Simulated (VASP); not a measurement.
A run of VASP 6.6.1:

Contents of INCAR:

```
SYSTEM = HgPd
  ALGO = Fast
  EDIFF = 1E-6
  ENCUT = 520
  GGA = PS
  ISIF = 2
  ISMEAR = 0
  LASPH = .True.
  LCHARG = .False.
  LREAL = .False.
  LWAVE = .False.
  NBANDS = 18
  NELM = 100
  PREC = Accurate
  SIGMA = 0.15
```

File KPOINTS:

```
k-points
0
Gamma
  16 16 14
  0 0 0
```

File POSCAR:

```
HgPd
1.0
    3.0299525574      0.0151497628      0.0000000000
    0.0151497628      3.0299525574      0.0000000000
    0.0000000000      0.0000000000      3.6920000000
Hg Pd
1 1
Direct
    0.0000000000      0.0000000000      0.0000000000
    0.5000000000      0.5000000000      0.5000000000
```

Potentials or basis: VASP PAW PBE potentials, release 64 (Hg, Pd).

Run with:

```bash
$ cat potpaw_PBE.64/Hg/POTCAR potpaw_PBE.64/Pd/POTCAR > POTCAR
$ mpirun -np 1 vasp_std > vasp.out
```

Hardware: 1 thread of AMD EPYC 9R45 96-Core Processor (Zen 5), with other jobs on the host.

Question: How long does it take, and how much memory?

Answer: Wall time 2.1 min on 1 thread of AMD EPYC 9R45 96-Core Processor (Zen 5) (shared host), peak memory 0.42 GiB. Counts: scf iterations 12, k points 584.
